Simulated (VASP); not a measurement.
A run of VASP 6.6.1 is set up as follows.

File POSCAR:

```
Yb
1.0
    0.0000000000      2.6096620394      2.6096620394
    2.6096620394      0.0000000000      2.6096620394
    2.6096620394      2.6096620394      0.0000000000
Yb
1
Direct
    0.0000000000      0.0000000000      0.0000000000
```

Contents of INCAR.step1:

```
SYSTEM = Yb
PREC = Accurate
ENCUT = 520
ISMEAR = -1
SIGMA = 0.1
LREAL = .FALSE.
LASPH = .TRUE.
NELM = 100
NBANDS = 18
GGA = PE
ALGO = Normal
EDIFF = 1E-4
LWAVE = .TRUE.
LCHARG = .FALSE.
```

Contents of INCAR.step2:

```
SYSTEM = Yb
PREC = Accurate
ENCUT = 520
EDIFF = 1E-6
ISMEAR = -1
SIGMA = 0.1
LREAL = .FALSE.
LASPH = .TRUE.
NELM = 100
ALGO = Normal
ISIF = 2
LWAVE = .FALSE.
LCHARG = .FALSE.
METAGGA = R2SCAN
LMIXTAU = .TRUE.
NBANDS = 18
ISTART = 1
```

The input KPOINTS:

```
regular mesh
0
G
  11 11 11
  0 0 0
```

Potentials or basis: VASP PAW PBE potentials, release 64 (Yb).

Run with:

```sh
$ cat potpaw_PBE.64/Yb/POTCAR > POTCAR
$ cp INCAR.step1 INCAR
$ mpirun -np 1 vasp_std > vasp.out
$ cp INCAR.step2 INCAR
$ mpirun -np 1 vasp_std > vasp.out
```

Q: Predict the pressure.

A: -0.9 GPa.

Caveat: the PAW data sets were made with another functional, which shifts forces and pressure a little; spin-orbit coupling is left out, which moves the levels of the heavy elements. Spin polarisation is off, so any magnetic state and its effect on volume and gap are missing.
